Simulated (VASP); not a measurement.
Sn:

```
Sn
1.0
     0.00000    3.23334    3.23334
     3.23334    0.00000    3.23334
     3.23334    3.23334    0.00000
Sn
2
Direct
  0.00000 0.00000 0.00000
  0.25000 0.25000 0.25000
```

This isn't the form of Sn at room conditions, which is tetragonal (white tin).

* Program: VASP 6.6.1
* Task: relaxation of cell and atoms
* Functional: PBEsol
* Potentials or basis: VASP PAW PBE potentials, release 64 (Sn_d)
* Cutoff: 600 eV
* k mesh: 7 × 7 × 7
* Occupations: gaussian, width 0.05 eV
* Spin: no spin polarisation

At the start: pressure 1.5 GPa; volume 33.80 Å³/atom.

Question: How do energy, volume and symmetry change on relaxing?

Answer: Over 3 steps the energy falls by 5.2 meV/atom and the volume is 34.93 Å³/atom (+3.3 %); space group Fd-3m (No. 227, to 0.1 Å) before and after.

Step by step:
```
step  energy change (eV)  largest force (eV/Å)  pressure (GPa)  volume (Å³)
   1              0.0000                0.0000            1.51        67.61
   2             -0.0088                0.0000           -0.51        70.78
   3             -0.0103                0.0000           -0.01        69.87
```

Final structure:
```xyz
2
Lattice="0.0000 3.2690 3.2690 3.2690 0.0000 3.2690 3.2690 3.2690 0.0000" Properties=species:S:1:pos:R:3 pbc="T T T"
Sn    0.0000    0.0000    0.0000
Sn    1.6345    1.6345    1.6345
```

Caveat: the PAW data sets were made with another functional, which shifts forces and pressure a little.
